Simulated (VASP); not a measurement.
Au: single point with PBE

Crystal: Au.

```
CELL_PARAMETERS angstrom
0.00000 2.07860 2.07860
2.07860 0.00000 2.07860
2.07860 2.07860 0.00000
ATOMIC_POSITIONS crystal
Au 0.00000 0.00000 0.00000
```

| Quantity | Value |
| --- | --- |
| Program | VASP 6.6.1 |
| Task | single point |
| Functional | PBE |
| Potentials or basis | VASP PAW PBE potentials, release 64 (Au) |
| Cutoff | 520 eV |
| k mesh | 21 × 21 × 21 |
| Occupations | fermi-dirac, width 0.05 eV |
| Spin | no spin polarisation |
| Dipole correction | no |
| Further INCAR settings | ALGO = Normal; EDIFF = 1e-06; NBANDS = 12 |

| Property | Result |
| --- | --- |
| Pressure | -0.2 GPa |

Levels at points of the mesh, in eV from the Fermi level:
```csv
k point,band 2,band 3,band 4,band 5,band 6,band 7,band 8,band 9,band 10,band 11
"(0.00, 0.00, 0.00)",-4.46,-4.46,-4.46,-3.08,-3.08,14.55,18.24,18.24,18.24,22.98
```

It took 34 s on 1 thread of Intel Xeon 6975P-C, on a shared host, peak memory 0.19 GiB.

Caveat: spin-orbit coupling is left out, which moves the levels of the heavy elements.
